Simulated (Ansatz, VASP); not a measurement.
**One calculation of SnTe, two programs**

```
Sn Te
1.0
     0.00000    3.58398    3.55675
     3.58398    0.00000    3.55675
     3.58398    3.58398    0.00000
Sn Te
1 1
Direct
  0.00000 0.00000 0.00000
  0.25000 0.25000 0.25000
```

Change from the starting cell: uniaxial_z strain -0.8%.

Alike in both runs: task single point; functional r2SCAN; k mesh 6 × 6 × 6; occupations fermi-dirac, width 0.02 eV; no spin polarisation.

|  | VASP | Ansatz |
| --- | --- | --- |
| version | VASP 6.6.1 | Ansatz 0.2.0 |
| potentials or method | VASP PAW PBE potentials, release 64 (Sn_d, Te) | plane waves, PAW |
| plane-wave cutoff (eV) | 520 | 500 |
| valence electrons in the cell | 20 | 30 |

|  | VASP | Ansatz | Ansatz less VASP |
| --- | --- | --- | --- |
| pressure (GPa) | 0.2 | 0.2 | +0.01 |

VASP's potentials were made for PBE, not for r2SCAN. With one functional, cell and mesh, what is left measures potentials, basis and numerics. VASP's potentials hold 20 valence electrons a cell and Ansatz's 30, so a difference there can come from the potentials and not from the codes.

Spin-orbit coupling is off throughout.
